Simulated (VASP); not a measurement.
# BN (P6_3mc) in VASP: notebook, part 3 of 3

VASP 6.6.1.

## (5) Relaxation of shape and atoms at fixed volume, r2SCAN (volume scaled by 0.88)

Input file POSCAR:

```
BN
1.0
    2.4372905384      0.0000000000      0.0000000000
   -1.2186452692      2.1107555226      0.0000000000
    0.0000000000      0.0000000000      4.0340405255
B N
2 2
Direct
    0.6666666667      0.3333333333      0.9994541167
    0.3333333333      0.6666666667      0.4994541167
    0.6666666667      0.3333333333      0.6255458833
    0.3333333333      0.6666666667      0.1255458833
```

Input file INCAR.step1:

```
SYSTEM = BN
ALGO = Normal ; EDIFF = 1E-4
ENCUT = 600 ; GGA = PE
ISMEAR = 0 ; LASPH = .TRUE.
LCHARG = .FALSE. ; LREAL = .FALSE.
LWAVE = .TRUE. ; NELM = 100
PREC = Accurate ; SIGMA = 0.02
```

Input file INCAR.step2:

```
SYSTEM = BN
ALGO = Normal ; EDIFF = 1E-6
EDIFFG = -0.01 ; ENCUT = 600
IBRION = 2 ; ISIF = 4
ISMEAR = 0 ; ISTART = 1
LASPH = .TRUE. ; LCHARG = .FALSE.
LMIXTAU = .TRUE. ; LREAL = .FALSE.
LWAVE = .FALSE. ; METAGGA = R2SCAN
NELM = 100 ; NSW = 50
PREC = Accurate ; SIGMA = 0.02
```

Input file KPOINTS:

```
k-points
0
G
  12 12 6
  0 0 0
```

Potentials or basis: VASP PAW PBE potentials, release 64 (B, N).

Started as:

```console
$ cat potpaw_PBE.64/B/POTCAR potpaw_PBE.64/N/POTCAR > POTCAR
$ cp INCAR.step1 INCAR
$ mpirun -np 1 vasp_std > vasp.out
$ cp INCAR.step2 INCAR
$ mpirun -np 1 vasp_std > vasp.out
```

OUTCAR:

```text
SYSTEM = BN
   EDIFF = 1E-6
   EDIFFG = -0.01
   ENCUT = 600
   IBRION = 2
   ISIF = 4
   ISMEAR = 0
   ISTART = 1
   LASPH = .TRUE.
   LREAL = .FALSE.
   METAGGA = R2SCAN
   NELM = 100
   NSW = 50
   PREC = Accurate

 ion  position               nearest neighbor table
   1  0.667  0.333  0.999-   4 1.50   4 1.50   4 1.50   3 1.51
   2  0.333  0.667  0.499-   3 1.50   3 1.50   3 1.50   4 1.51
   3  0.667  0.333  0.626-   2 1.50   2 1.50   2 1.50   1 1.51
   4  0.333  0.667  0.126-   1 1.50   1 1.50   1 1.50   2 1.51

  LATTYP: Found a hexagonal cell.
 ALAT       =     2.4372905384
 C/A-ratio  =     1.6551332153

  Lattice vectors:

 A1 = (   2.4372905384,   0.0000000000,   0.0000000000)
 A2 = (  -1.2186452692,   2.1107555226,   0.0000000000)
 A3 = (   0.0000000000,   0.0000000000,   4.0340405255)

Analysis of symmetry for initial positions (statically):
=====================================================================
 Subroutine PRICEL returns:
 Original cell was already a primitive cell.

 Routine SETGRP: Setting up the symmetry group for a
 hexagonal supercell.

 Subroutine GETGRP returns: Found 12 space group operations
 (whereof  6 operations were pure point group operations)
 out of a pool of 24 trial point group operations.
[... 179 lines left out ...]
  Total        8.3746966      8.3746966      8.4279398      0.0000000     -0.0000000      0.0000000
  in kB      646.5381699    646.5381699    650.6486205      0.0000000     -0.0000000      0.0000000
  external PRESSURE =     647.9083201 kB  Pullay stress =       0.0000000 kB
[... 63 lines left out ...]
--------------------------------------- Ionic step        3  -------------------------------------------

 number of electron      16.0000002 magnetization

 Free energy of the ion-electron system (eV)
  ---------------------------------------------------
  ext. energy  EPLUGINS =         0.00000000
  ---------------------------------------------------
  free energy    TOTEN  =       -37.73554115 eV

  energy without entropy =      -37.73554115  energy(sigma->0) =      -37.73554115

 E-fermi :   9.2693     XC(G=0): -14.3382

 val. band max:        9.1397809895   @ k =   0.0000   0.0000   0.0000
 cond. band min:      14.5649713179   @ k =   0.3333   0.3333   0.0000
 fundamental gap:      5.4251903284
 Fermi energy:         9.2693115065

 k-point     1 :       0.0000    0.0000    0.0000
  band No.  band energies     occupation
      1     -13.9718      2.00000
      2      -9.1064      2.00000
      3      -3.5431      2.00000
      4       6.6229      2.00000
      5       6.6229      2.00000
      6       8.7469      2.00000
      7       9.1398      2.00000
      8       9.1398      2.00000
      9      18.7309      0.00000
     10      18.7309      0.00000
     11      19.1632      0.00000
     12      21.0566      0.00000
[... 331 lines left out ...]
 k-point    24 :       0.3333    0.0000    0.1667
  band No.  band energies     occupation
      1     -11.1468      2.00000
      2      -7.8797      2.00000
      3      -1.0863      2.00000
      4       0.5838      2.00000
      5       2.3074      2.00000
      6       4.0426      2.00000
      7       6.1363      2.00000
      8       6.8873      2.00000
      9      17.1477      0.00000
     10      18.6971      0.00000
     11      21.6394      0.00000
     12      21.9213      0.00000

 [... further k-points ...]
[... 5 lines left out ...]
  --------------------------------------------------------------------------------------
  -------------------------------------------------------------------------------------
  Total        8.3786703      8.3786703      8.4157863      0.0000000      0.0000000      0.0000000
  in kB      646.8449491    646.8449490    649.7103504      0.0000000      0.0000000      0.0000000
  external PRESSURE =     647.8000828 kB  Pullay stress =       0.0000000 kB
[... 19 lines left out ...]
  FREE ENERGIE OF THE ION-ELECTRON SYSTEM (eV)
  ---------------------------------------------------
  free  energy   TOTEN  =       -37.7355411503 eV

  energy  without entropy=      -37.7355411503  energy(sigma->0) =      -37.73554115

 reached required accuracy - stopping structural energy minimisation
```

OSZICAR.step1:

```text
N       E                     dE             d eps       ncg     rms          rms(c)
DAV:   1     0.649695498508E+02    0.64970E+02   -0.98246E+03  1832   0.149E+03
DAV:   2    -0.339133857332E+02   -0.98883E+02   -0.92615E+02  2548   0.329E+02
DAV:   3    -0.366377623955E+02   -0.27244E+01   -0.27127E+01  2424   0.536E+01
DAV:   4    -0.366518417130E+02   -0.14079E-01   -0.14068E-01  2248   0.396E+00
DAV:   5    -0.366519755173E+02   -0.13380E-03   -0.13378E-03  2348   0.359E-01    0.106E+01
DAV:   6    -0.345162236889E+02    0.21358E+01   -0.47119E+00  2216   0.200E+01    0.527E+00
DAV:   7    -0.342758739475E+02    0.24035E+00   -0.38826E-01  2248   0.666E+00    0.296E+00
DAV:   8    -0.342393455791E+02    0.36528E-01   -0.80175E-02  2036   0.284E+00    0.255E-01
DAV:   9    -0.342384126651E+02    0.93291E-03   -0.27088E-03  2352   0.623E-01    0.154E-01
DAV:  10    -0.342386402282E+02   -0.22756E-03   -0.27529E-04  2128   0.181E-01    0.243E-02
DAV:  11    -0.342386445157E+02   -0.42875E-05   -0.40671E-05  1260   0.655E-02
   1 F= -.34238645E+02 E0= -.34238645E+02  d E =-.394786E-19
```

Run time: 2.4 min. Hardware: 1 thread of Intel Xeon 6975P-C (Granite Rapids), shared host; peak memory 0.14 GiB.

What came out:

| Property | Result |
| --- | --- |
| Free energy | -37.7355 eV |
| Energy gained by relaxing | 0.0 meV/atom |
| Ionic steps | 3 |
| Pressure after relaxing | 64.8 GPa |
| Band gap on the k mesh | 5.43 eV, indirect (least direct gap 9.58 eV) |

Forces on the atoms (eV/Å):
```
B    0.000  0.000  0.003
B    0.000  0.000  0.003
N    0.000  0.000 -0.003
N    0.000  0.000 -0.003
```

Stress tensor (GPa, compression positive):
```
64.68  0.00  0.00
 0.00 64.68  0.00
 0.00  0.00 64.97
```

Final structure:
```
B N
1.0
     2.43710    0.00000    0.00000
    -1.21855    2.11059    0.00000
     0.00000    0.00000    4.03467
B N
2 2
Direct
  0.66667 0.33333 0.99932
  0.33333 0.66667 0.49932
  0.66667 0.33333 0.62568
  0.33333 0.66667 0.12568
```

Caveat: the PAW data sets were made with another functional, which shifts forces and pressure a little.

## (6) Summary

```tsv
task	cell	cutoff (eV)	gap on the mesh (eV)	pressure (GPa)
single point	a = 2.569, b = 2.569, c = 4.249 Å, angles 90.0, 90.0, 120.0°, 4 atoms	520	5.77	-10.0
single point	a = 2.594, b = 2.594, c = 4.290 Å, angles 90.0, 90.0, 120.0°, 4 atoms	520	5.82	-19.6
single point	a = 2.626, b = 2.626, c = 4.344 Å, angles 90.0, 90.0, 120.0°, 4 atoms	520	5.88	-30.5
relaxation of shape and atoms at fixed volume	relaxed from a = 2.437, b = 2.437, c = 4.034 Å, angles 90.0, 90.0, 120.0°, 4 atoms	600	5.43	64.8
```

Alike in all rows: level r2SCAN; potentials or basis VASP PAW PBE potentials, release 64 (B, N); no spin polarisation; k mesh 12 × 12 × 6; smearing gaussian 0.02 eV.

Caveats: the PAW data sets were made with another functional, which shifts forces and pressure a little.

Total energies depend on the potentials used, so only differences within one code and one set of settings carry meaning.
